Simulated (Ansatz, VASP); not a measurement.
**Two plane-wave programs on MgO**

The input INCAR:

```
SYSTEM = MgO
  ALGO = Normal
  EDIFF = 1E-7
  ENCUT = 520
  GGA = PS
  ISIF = 2
  ISMEAR = 0
  LASPH = .TRUE.
  LCHARG = .TRUE.
  LELF = .TRUE.
  LREAL = .FALSE.
  LVHAR = .TRUE.
  LWAVE = .FALSE.
  NBANDS = 16
  NELM = 100
  PREC = Accurate
  SIGMA = 0.05
```

Contents of KPOINTS:

```
k-points
0
G
  9 9 6
  0 0 0
```

File POSCAR:

```
MgO
1.0
    3.3034677759      0.0000000000      0.0000000000
   -1.6517338880      2.8608870145      0.0000000000
    0.0000000000      0.0000000000      5.0193881071
Mg O
2 2
Direct
    0.3304133197      0.7044171963      0.0036583441
    0.6695866803      0.2955828037      0.5036583441
    0.3360422352      0.6316454330      0.4009416559
    0.6639577648      0.3683545670      0.9009416559
```

Input for Ansatz:

```yaml
crystal:
  lattice:
    - [3.3034677759, 0.0, 0.0]
    - [-1.651733888, 2.8608870145, 0.0]
    - [0.0, 0.0, 5.0193881071]
  atoms:
    - { symbol: Mg, position: [0.3304133197, 0.7044171963, 0.0036583441] }
    - { symbol: Mg, position: [0.6695866803, 0.2955828037, 0.5036583441] }
    - { symbol: O, position: [0.3360422352, 0.631645433, 0.4009416559] }
    - { symbol: O, position: [0.6639577648, 0.368354567, 0.9009416559] }
basis:
  ecutwfc: 520.0
kpoints:
  mp_grid: { grid: [9, 9, 6] }
hamiltonian:
  xc: pbesol
  pseudopotentials: { kind: paw, azcp: { folder: soft_1 } }
scf:
  occupations: { method: gaussian, width: 0.05 }
output:
  forces: true
  stress: true
  eigenvalues: true
```

Change from the starting cell: mode 4 frozen in at -0.072 Å and mode 5 at +0.108 Å (largest displacements).

Alike in both runs: task single point; functional PBEsol; k mesh 9 × 9 × 6; occupations gaussian, width 0.05 eV; no spin polarisation.

|  | VASP | Ansatz |
| --- | --- | --- |
| version | VASP 6.6.1 | Ansatz 0.2.0 |
| potentials or method | VASP PAW PBE potentials, release 64 (Mg, O), cutoff 520 eV | scalar-relativistic, plane waves, PAW |
| valence electrons in the cell | 16 | 32 |

```csv
,VASP,Ansatz,Ansatz less VASP
gap on the k mesh at the Fermi level (eV),3.24,3.25,+0.005
least direct gap on the mesh (eV),3.24,3.25,+0.005
pressure (GPa),-0.6,-0.3,+0.30
"traceless stress, the component that is largest in VASP (GPa)",0.51,0.49,-0.027
rms of the force components (eV/Å),0.210,0.208,-0.0023
```

VASP's potentials were made for PBE, not for PBEsol, and Ansatz warns of the same on its side. Atom by atom the forces differ by 0.002 eV/Å (rms over components). VASP's potentials hold 16 valence electrons a cell and Ansatz's 32, so a difference there can come from the potentials and not from the codes.
